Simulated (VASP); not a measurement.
Here is a VASP 6.6.1 calculation.

File INCAR:

```
PREC = Accurate
ENCUT = 500
EDIFF = 1E-6
ISMEAR = 0
SIGMA = 0.01
LREAL = False
LASPH = True
NELM = 120
ALGO = Normal
ISIF = 2
LWAVE = False
LCHARG = True
GGA = CA
LELF = True
LVHAR = True
NBANDS = 11
GGA_COMPAT = False
```

The input KPOINTS:

```
regular mesh
0
Gamma
  8 8 8
```

Contents of POSCAR:

```
AlAs
1.0
    0.0000000000      2.6808471217      2.6808471217
    2.6808471217      0.0000000000      2.6808471217
    2.6808471217      2.6808471217      0.0000000000
Al As
1 1
Direct
    0.0000000000      0.0000000000      0.0000000000
    0.7500000000      0.7500000000      0.7500000000
```

Potentials or basis: VASP PAW LDA potentials, release 64 (Al, As).

Launch:

```sh
$ cat potpaw_LDA.64/Al/POTCAR potpaw_LDA.64/As/POTCAR > POTCAR
$ mpirun -np 1 vasp_std > vasp.out
```

Q: What does it give for the pressure?

A: 15.7 GPa.

Q: What does it give for the band gap on the k mesh?

A: 1.02 eV (least direct gap 3.23 eV).

Caveat: the cell stands under pressure. A k mesh can miss the band edges.
